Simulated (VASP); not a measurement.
# Mo (Im-3m) in VASP: a series of runs

Runs on Mo. Level: PBE. Tasks: relaxation of cell and atoms.

All numbers are computed with VASP 6.6.1; they aren't measurements. Logs are shortened: lines on timing, memory, paths and dates and some standing lists are left out, and cuts for length are marked.

## 1. The cell of the first run

It takes space group Im-3m (No. 229, cubic). The conventional cell has a = 3.060 Å, b = 3.060 Å, c = 3.060 Å, α = 90.00°, β = 90.00°, γ = 90.00°. Within 3.5 Å of Mo (site symmetry m-3m) lie 14 Mo at 2.65 to 3.06 Å.

## 2. Relaxation of cell and atoms, PBE, target pressure 31 GPa, at which the enthalpy is minimised

The input, INCAR:

```
PREC = Accurate
ENCUT = 600
EDIFF = 1E-7
ISMEAR = -1
SIGMA = 0.05
LREAL = False
LASPH = True
NELM = 100
ALGO = Normal
ISIF = 3
LWAVE = False
LCHARG = False
GGA = PE
IBRION = 2
NSW = 60
EDIFFG = -0.005
PSTRESS = 310.0
```

The input, KPOINTS:

```
Automatic mesh
0
Gamma
  18 18 18
```

The input, POSCAR:

```
Mo
1.0
   -1.5302490225      1.5302490225      1.5302490225
    1.5302490225     -1.5302490225      1.5302490225
    1.5302490225      1.5302490225     -1.5302490225
Mo
1
Direct
    0.0000000000      0.0000000000      0.0000000000
```

Potentials or basis: VASP PAW PBE potentials, release 64 (Mo_sv).

On the command line:

```sh
cat potpaw_PBE.64/Mo_sv/POTCAR > POTCAR
mpirun -np 1 vasp_std > vasp.out
```

OUTCAR:

```text
PREC = Accurate
   ENCUT = 600
   EDIFF = 1E-7
   ISMEAR = -1
   LREAL = False
   LASPH = True
   NELM = 100
   ISIF = 3
   GGA = PE
   IBRION = 2
   NSW = 60
   EDIFFG = -0.005
   PSTRESS = 310.0

 ion  position               nearest neighbor table
   1  0.000  0.000  0.000-

  LATTYP: Found a body centered cubic cell.
 ALAT       =     3.0604980450

  Lattice vectors:

 A1 = (  -1.5302490225,   1.5302490225,   1.5302490225)
 A2 = (   1.5302490225,  -1.5302490225,   1.5302490225)
 A3 = (   1.5302490225,   1.5302490225,  -1.5302490225)

Analysis of symmetry for initial positions (statically):
=====================================================================
 Subroutine PRICEL returns:
 Original cell was already a primitive cell.

 Routine SETGRP: Setting up the symmetry group for a
 body centered cubic supercell.

 Subroutine GETGRP returns: Found 48 space group operations
 (whereof 48 operations were pure point group operations)
 out of a pool of 48 trial point group operations.

The static configuration has the point symmetry O_h .

Analysis of symmetry for dynamics (positions and initial velocities):
=====================================================================
 Subroutine PRICEL returns:
 Original cell was already a primitive cell.

 Routine SETGRP: Setting up the symmetry group for a
 body centered cubic supercell.

 Subroutine GETGRP returns: Found 48 space group operations
 (whereof 48 operations were pure point group operations)
 out of a pool of 48 trial point group operations.

The dynamic configuration has the point symmetry O_h .

 Subroutine INISYM returns: Found 48 space group operations
 (whereof 48 operations are pure point group operations),
 and found     1 'primitive' translations

----------------------------------------------------------------------------------------

                                     Primitive cell

  volume of cell :      14.3333

  direct lattice vectors                    reciprocal lattice vectors
    -1.530249023  1.530249023  1.530249023     0.000000000  0.326744205  0.326744205
     1.530249023 -1.530249023  1.530249023     0.326744205  0.000000000  0.326744205
     1.530249023  1.530249023 -1.530249023     0.326744205  0.326744205  0.000000000

  length of vectors
     2.650469055  2.650469055  2.650469055     0.462086086  0.462086086  0.462086086

  position of ions in fractional coordinates (direct lattice)
     0.000000000  0.000000000  0.000000000

  ion indices of the primitive-cell ions
   primitive index   ion index
                 1           1

----------------------------------------------------------------------------------------

 KPOINTS: Automatic mesh

Automatic generation of k-mesh.
 Grid dimensions read from file:
 generate k-points for:   18   18   18

 Generating k-lattice:

  Cartesian coordinates                     Fractional coordinates (reciprocal lattice)
     0.000000000  0.018152456  0.018152456     0.055555556  0.000000000  0.000000000
     0.018152456  0.000000000  0.018152456     0.000000000  0.055555556  0.000000000
     0.018152456  0.018152456  0.000000000     0.000000000  0.000000000  0.055555556

  Length of vectors
     0.025671449  0.025671449  0.025671449

  Shift w.r.t. Gamma in fractional coordinates (k-lattice)
     0.000000000  0.000000000  0.000000000

 Subroutine IBZKPT returns following result:
 ===========================================

 Found    195 irreducible k-points:

 Following reciprocal coordinates:
            Coordinates               Weight
  0.000000  0.000000  0.000000      1.000000
  0.055556  0.000000  0.000000     12.000000
  0.111111  0.000000  0.000000     12.000000
  0.166667  0.000000  0.000000     12.000000
  0.222222  0.000000  0.000000     12.000000
  0.277778  0.000000  0.000000     12.000000
[... 16 lines left out ...]
  0.333333  0.111111 -0.000000     48.000000
  0.388889  0.111111 -0.000000     48.000000
 [... further k-points ...]
   k-points           NKPTS =    195   k-points in BZ     NKDIM =    195   number of bands    NBANDS=     11
   number of dos      NEDOS =    301   number of ions     NIONS =      1
   total plane-waves  NPLWV =  13824
   dimension x,y,z NGX =    24 NGY =   24 NGZ =   24
   dimension x,y,z NGXF=    48 NGYF=   48 NGZF=   48
   ions per type =               1
   NGX,Y,Z   is equivalent  to a cutoff of  15.05, 15.05, 15.05 a.u.
   NGXF,Y,Z  is equivalent  to a cutoff of  30.11, 30.11, 30.11 a.u.
 SYSTEM =  unknown system
   PREC   = accura    normal or accurate (medium, high low for compatibility)
   ISTART =      0    job   : 0-new  1-cont  2-samecut
   ICHARG =      2    charge: 1-file 2-atom 10-const
   ISPIN  =      1    spin polarized calculation?
   LNONCOLLINEAR =      F non collinear calculations
   LSORBIT =      F    spin-orbit coupling
   LASPH  =      T    aspherical Exc in radial PAW
   ENCUT  =  600.0 eV  44.10 Ry    6.64 a.u.   5.29  5.29  5.29*2*pi/ulx,y,z
   NELM   =    100;   NELMIN=  2; NELMDL= -5     # of ELM steps
   EDIFF  = 0.1E-06   stopping-criterion for ELM
   LREAL  =      F    real-space projection
   EDIFFG = -.5E-02   stopping-criterion for IOM
   NSW    =     60    number of steps for IOM
   IBRION =      2    ionic relax: 0-MD 1-quasi-New 2-CG
   NFREE  =      1    steps in history (QN), initial steepest desc. (CG)
   ISIF   =      3    stress and relaxation
   ISYM   =      2    0-nonsym 1-usesym 2-fastsym
   POTIM  = 0.5000    time-step for ionic-motion
   TEBEG  =    0.0;   TEEND  =   0.0 temperature during run
   PSTRESS=  310.0 pullay stress
   NELECT =      14.0000    total number of electrons
   NUPDOWN=      -1.0000    fix difference up-down
   EMIN   =  10.00;   EMAX   =-10.00  energy-range for DOS
   EFERMI =   0.00;   METHOD = LEGACY
   ISMEAR =    -1;   SIGMA  =   0.05  broadening in eV -4-tet -1-fermi 0-gaus
   EFERMI_NEDOS =   21; number of points for ismear=-14 and -15
   IALGO  =     38    algorithm
   IMIX   =      4    mixing-type and parameters
     AMIX     =   0.40;   BMIX     =  1.00
     AMIX_MAG =   1.60;   BMIX_MAG =  1.00
  volume/ion in A,a.u.               =      14.33        96.73
  Fermi-wavevector in a.u.,A,eV,Ry     =   1.624309  3.069500 35.897349  2.638381
  Thomas-Fermi vector in A             =   2.717617
   LORBIT       =      0    0 simple, 1 ext, 2 COOP (PROOUT), +10 PAW based schemes
   GGA     = PE    functional components
   LHFCALC =     F    Hartree Fock is set to
   AEXX    =    0.0000 exact exchange contribution
   IVDW    =     0    specifies the selected vdW correction
   LEPSILON=     F    determine dielectric tensor
   LRPA    =     F    only Hartree local field effects (RPA)
 conjugate gradient relaxation of ions
 non-spin polarized calculation
  energy-cutoff  :      600.00
  volume of cell :       14.33
 maximum number of plane-waves:       490
 NGX is ok and might be reduce to    24
   NGX = 11   NGY = 11   NGZ = 11

--------------------------------------- Ionic step        1  -------------------------------------------

 number of electron      14.0000000 magnetization

 Free energy of the ion-electron system (eV)
  ---------------------------------------------------
  ext. energy  EPLUGINS =         0.00000000
  ---------------------------------------------------
  free energy    TOTEN  =       -10.80121960 eV

  energy without entropy =      -10.79730443  energy(sigma->0) =      -10.79926202

------------------------ aborting loop because EDIFF is reached ----------------------------------------

  FORCE on cell =-STRESS in cart. coord.  units (eV):
  Direction    XX          YY          ZZ          XY          YZ          ZX
  --------------------------------------------------------------------------------------
  -------------------------------------------------------------------------------------
  Total        2.8212391      2.8212391      2.8212391      0.0000000     -0.0000000      0.0000000
  in kB      315.3582233    315.3582233    315.3582233      0.0000000     -0.0000000      0.0000000
  external PRESSURE =       5.3582233 kB  Pullay stress =     310.0000000 kB
[... 59 lines left out ...]
  enthalpy is  TOTEN    =        -8.0274109895 eV   P V=        2.7925883132

--------------------------------------- Ionic step        3  -------------------------------------------

 number of electron      14.0000000 magnetization

 Free energy of the ion-electron system (eV)
  ---------------------------------------------------
  ext. energy  EPLUGINS =         0.00000000
  ---------------------------------------------------
  free energy    TOTEN  =       -10.80503668 eV

  energy without entropy =      -10.80112144  energy(sigma->0) =      -10.80307906

 E-fermi :  14.0527     XC(G=0): -13.8790

 val. band max:       14.0292642786   @ k =  -0.3889   0.4444   0.2778
 cond. band min:      14.0926445908   @ k =  -0.3333   0.3889   0.2778
 fundamental gap:      0.0633803122
 Fermi energy:        14.0526892710

 k-point     1 :       0.0000    0.0000    0.0000
  band No.  band energies     occupation
      1     -47.2980      2.00000
      2     -20.3372      2.00000
      3     -20.3372      2.00000
      4     -20.3372      2.00000
      5       6.5248      2.00000
      6      12.4743      2.00000
      7      12.4743      2.00000
      8      12.4743      2.00000
      9      15.8298      0.00000
     10      15.8298      0.00000
     11      28.9617      0.00000
[... 309 lines left out ...]
 k-point    24 :       0.3889    0.1111   -0.0000
  band No.  band energies     occupation
      1     -46.9259      2.00000
      2     -22.0492      2.00000
      3     -20.9644      2.00000
      4     -20.4361      2.00000
      5       8.6249      2.00000
      6      10.3715      2.00000
      7      14.1728      0.16593
      8      15.7621      0.00000
      9      17.0805      0.00000
     10      20.0815      0.00000
     11      26.7840      0.00000

 [... further k-points ...]
[... 5 lines left out ...]
  --------------------------------------------------------------------------------------
  -------------------------------------------------------------------------------------
  Total        2.7777104      2.7777104      2.7777104      0.0000000      0.0000000     -0.0000000
  in kB      310.0693863    310.0693863    310.0693863      0.0000000      0.0000000     -0.0000000
  external PRESSURE =       0.0693863 kB  Pullay stress =     310.0000000 kB
[... 16 lines left out ...]
  FREE ENERGIE OF THE ION-ELECTRON SYSTEM (eV)
  ---------------------------------------------------
  free  energy   TOTEN  =       -10.8050366826 eV

  energy  without entropy=      -10.8011214364  energy(sigma->0) =      -10.80307906

  enthalpy is  TOTEN    =        -8.0279478669 eV   P V=        2.7770888157

 reached required accuracy - stopping structural energy minimisation
```

It took 1.8 min on 1 thread of AMD EPYC 7R13 (Zen 3), shared host; peak memory 0.14 GiB.

Results:

| Quantity | Value |
| --- | --- |
| Free energy | -10.8050 eV |
| Relaxed volume | 14.35 Å³/atom |
| Relaxed cell | a = 2.652 Å, b = 2.652 Å, c = 2.652 Å, α = 109.47°, β = 109.47°, γ = 109.47° |
| Space group after relaxing (to 0.05 Å) | Im-3m (No. 229) |
| Energy change on relaxing (the enthalpy is what falls) | -3.8 meV/atom |
| Ionic steps | 3 |
| Pressure after relaxing | 31.0 GPa |
| Band gap on the k mesh | zero (band 7 reaches 18.50 eV, above the bottom of band 8 at 12.47 eV) |

Step by step:
```csv
step,energy change (eV),largest force (eV/Å),pressure (GPa),volume (Å³)
1,0.0000,0.0000,31.54,14.33
2,-0.0188,0.0000,28.87,14.43
3,-0.0038,0.0000,31.01,14.35
```

Final structure:
```
Mo
1.0
    -1.53094    1.53094    1.53094
     1.53094   -1.53094    1.53094
     1.53094    1.53094   -1.53094
Mo
1
Direct
  0.00000 0.00000 0.00000
```

Levels at points of the mesh, in eV from the Fermi level:
| k point | band 4 | band 5 | band 6 | band 7 | band 8 | band 9 | band 10 | band 11 |
| --- | --- | --- | --- | --- | --- | --- | --- | --- |
| (0.00, 0.00, 0.00) | -34.39 | -7.53 | -1.58 | -1.58 | -1.58 | 1.78 | 1.78 | 14.91 |
| (0.50, 0.00, 0.00) | -34.41 | -5.90 | -3.87 | 1.86 | 1.96 | 2.57 | 5.34 | 12.09 |
| (0.50, 0.50, 0.50) | -35.63 | -6.17 | -6.17 | 4.45 | 4.45 | 4.45 | 9.73 | 9.73 |

Caveat: the cell is relaxed towards a set pressure, so the enthalpy falls and the energy may rise.

## 3. Relaxation of cell and atoms, PBE, target pressure 31 GPa, at which the enthalpy is minimised

The input, INCAR:

```
PREC = Accurate ; ENCUT = 600
EDIFF = 1E-6 ; ISMEAR = -1
SIGMA = 0.05 ; LREAL = False
LASPH = True ; NELM = 100
ALGO = Normal ; ISIF = 3
LWAVE = False ; LCHARG = False
GGA = PE ; IBRION = 2
NSW = 32 ; EDIFFG = -0.005
PSTRESS = 310.0
```

KPOINTS is that of step 2.

The input, POSCAR:

```
Mo
1.0
   -1.5300698036      1.5300698036      1.5300698036
    1.5300698036     -1.5300698036      1.5300698036
    1.5300698036      1.5300698036     -1.5300698036
Mo
1
Direct
    0.0000000000      0.0000000000      0.0000000000
```

Potentials or basis: VASP PAW PBE potentials, release 64 (Mo_sv).

On the command line:

```sh
cat potpaw_PBE.64/Mo_sv/POTCAR > POTCAR
mpirun -np 1 vasp_std > vasp.out
```

Wall time 70 s (1 thread of AMD EPYC 7R13 (Zen 3), shared host); peak memory 0.14 GiB.

The run converged. Its results:

```yaml
Free_energy: -10.8050 eV
Relaxed_volume: 14.35 Å³/atom
Relaxed_cell: a = 2.652 Å, b = 2.652 Å, c = 2.652 Å, α = 109.47°, β = 109.47°, γ = 109.47°
Space_group_after_relaxing_to_0.05_Å: Im-3m (No. 229)
Energy_change_on_relaxing_the_enthalpy_is_what_falls: -4.8 meV/atom
Ionic_steps: 3
Pressure_after_relaxing: 31.0 GPa
Band_gap_on_the_k_mesh: zero (band 7 reaches 18.50 eV, above the bottom of band 8 at 12.47 eV)
```

The path:
```tsv
step	energy change (eV)	largest force (eV/Å)	pressure (GPa)	volume (Å³)
1	0.0000	0.0000	31.68	14.33
2	-0.0236	0.0000	28.33	14.45
3	-0.0048	0.0000	31.00	14.35
```

Final structure:
```yaml
crystal:
  lattice:
    - [-1.53094, 1.53094, 1.53094]
    - [1.53094, -1.53094, 1.53094]
    - [1.53094, 1.53094, -1.53094]
  atoms:
    - { symbol: Mo, position: [0.00000, 0.00000, 0.00000] }
```

Levels at points of the mesh, in eV from the Fermi level:
| k point | band 5 | band 6 | band 7 | band 8 | band 9 | band 10 |
| --- | --- | --- | --- | --- | --- | --- |
| (0.00, 0.00, 0.00) | -7.53 | -1.58 | -1.58 | -1.58 | 1.78 | 1.78 |
| (0.50, 0.00, 0.00) | -5.90 | -3.87 | 1.86 | 1.96 | 2.57 | 5.34 |
| (0.50, 0.50, 0.50) | -6.17 | -6.17 | 4.45 | 4.45 | 4.45 | 9.73 |

Caveat: the cell is relaxed towards a set pressure, so the enthalpy falls and the energy may rise.
